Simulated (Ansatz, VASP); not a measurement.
# BN: VASP beside Ansatz

```
B N
1.0
     0.00000    1.82270    1.82270
     1.82270    0.00000    1.82270
     1.82270    1.82270    0.00000
B N
1 1
Direct
  0.00000 0.00000 0.00000
  0.25000 0.25000 0.25000
```

Alike in both runs: task single point; functional r2SCAN; k mesh 10 × 10 × 10; no spin polarisation.

|  | VASP | Ansatz |
| --- | --- | --- |
| version | VASP 6.6.1 | Ansatz 0.2.0 |
| potentials or method | VASP PAW PBE potentials, release 64 (B_h, N_h) | plane waves, PAW |
| plane-wave cutoff (eV) | 910 | 500 |
| occupations | gaussian, width 0.01 eV | fixed |
| valence electrons in the cell | 8 | 8 |

```csv
,VASP,Ansatz,Ansatz less VASP
gap on the k mesh at the Fermi level (eV),4.96,4.96,+0.005
```

VASP's potentials were made for PBE, not for r2SCAN.

Noted on VASP's run: the cutoff is short for stress, so the pressure is rough.
